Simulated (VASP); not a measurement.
Input of a VASP 6.6.1 run:

The input INCAR:

```
  ALGO = Normal
  EDIFF = 1E-6
  ENCUT = 520
  GGA = PE
  ISIF = 2
  ISMEAR = -1
  LASPH = T
  LCHARG = F
  LREAL = F
  LWAVE = F
  NBANDS = 18
  NELM = 100
  PREC = Accurate
  SIGMA = 0.08
```

KPOINTS

```
k-points
0
Gamma
  9 9 13
```

File POSCAR:

```
Re
1.0
    4.3825600773      0.0000000000      0.0000000000
   -2.1912800386      3.7954083606      0.0000000000
    0.0000000000      0.0000000000      2.7409928894
Re
3
Direct
    0.0000000000      0.0000000000      0.0000000000
    0.3333333333      0.6666666667      0.5000000000
    0.6666666667      0.3333333333      0.5000000000
```

Potentials or basis: VASP PAW PBE potentials, release 64 (Re).

The run is started by

```console
$ cat potpaw_PBE.64/Re/POTCAR > POTCAR
$ mpirun -np 1 vasp_std > vasp.out
```

(1) What does it give for the pressure?

Answers

(1) -0.8 GPa.
